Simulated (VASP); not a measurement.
## HfZrS3: relaxation of cell and atoms with PBE

HfZrS3:

```
CELL_PARAMETERS angstrom
3.48378 2.01136 3.21386
-3.48378 2.01136 3.21386
0.00000 -4.02272 3.21386
ATOMIC_POSITIONS crystal
Zr 0.55718 0.55718 0.55718
Hf 0.85708 0.85708 0.85708
S 0.55365 0.55365 0.05644
S 0.55365 0.05644 0.55365
S 0.05644 0.55365 0.55365
```

The cell was generated, and may not be a known phase.

* Program: VASP 6.6.1
* Task: relaxation of cell and atoms
* Functional: PBE
* Potentials or basis: VASP PAW PBE potentials, release 64 (Zr_sv, Hf_pv, S)
* Cutoff: 600 eV
* k mesh: 6 × 6 × 6
* Occupations: gaussian, width 0.1 eV
* Spin: no spin polarisation
* Dipole correction: no
* Further INCAR settings: ALGO = Normal; EDIFF = 1e-07; IBRION = 2; EDIFFG = -0.01; NSW = 100; ISIF = 3

```yaml
Relaxed_volume: 27.05 Å³/atom
Relaxed_cell: a = 5.151 Å, b = 5.151 Å, c = 5.151 Å, α = 85.08°, β = 85.08°, γ = 85.08°
Space_group_after_relaxing_to_0.1_Å: R3m (No. 160)
Energy_gained_by_relaxing: 0.1 meV/atom
Ionic_steps: 6
Pressure_after_relaxing: 0.0 GPa
Largest_force_after_relaxing: 0.007 eV/Å
Band_gap_on_the_k_mesh: zero (bands 20 and 21 overlap by 0.54 eV)
```

Forces in eV/Å, atoms in the order of the input:
```
Zr   0.000  0.000  0.007
Hf   0.000  0.000 -0.007
S    0.000 -0.003  0.000
S   -0.002  0.001  0.000
S    0.002  0.001  0.000
```

The path:
| step | energy change (eV) | largest force (eV/Å) | pressure (GPa) | volume (Å³) |
| --- | --- | --- | --- | --- |
| 1 | 0.0000 | 0.1018 | -0.15 | 135.12 |
| 2 | 0.0002 | 0.0791 | 0.33 | 134.64 |
| 3 | -0.0003 | 0.0238 | 0.06 | 134.91 |
| 4 | -0.0004 | 0.0164 | 0.04 | 135.02 |
| 5 | -0.0004 | 0.0130 | 0.00 | 135.20 |
| 6 | -0.0004 | 0.0073 | -0.02 | 135.23 |

Final structure:
```cif
data_structure
_symmetry_space_group_name_H-M 'P 1'
_symmetry_Int_Tables_number 1
_cell_length_a 5.1508
_cell_length_b 5.1508
_cell_length_c 5.1508
_cell_angle_alpha 85.085
_cell_angle_beta 85.085
_cell_angle_gamma 85.085
_cell_volume 135.23
loop_
_atom_site_label
_atom_site_type_symbol
_atom_site_fract_x
_atom_site_fract_y
_atom_site_fract_z
_atom_site_occupancy
Zr1 Zr 0.55731 0.55731 0.55731 1
Hf1 Hf 0.85637 0.85637 0.85637 1
S1 S 0.55386 0.55386 0.05659 1
S2 S 0.55386 0.05659 0.55386 1
S3 S 0.05659 0.55386 0.55386 1
```

Levels at points of the mesh, in eV from the Fermi level:
```csv
k point,band 17,band 18,band 19,band 20,band 21,band 22,band 23,band 24
"(0.00, 0.00, 0.00)",-2.33,-2.33,-2.19,-1.02,-0.45,-0.45,0.37,1.35
"(0.50, 0.00, 0.00)",-3.42,-2.88,-2.53,-0.89,0.56,1.12,1.39,1.40
"(0.50, 0.50, 0.00)",-3.66,-3.51,-2.15,-0.03,0.89,1.24,1.29,1.61
"(0.50, 0.50, 0.50)",-2.89,-2.89,-1.48,0.09,0.82,0.82,1.03,2.31
```

Wall time 16 min on 1 thread of Intel Xeon 8259CL, with other jobs on the host, peak memory 0.36 GiB.

Caveat: spin-orbit coupling is left out, which moves the levels of the heavy elements.
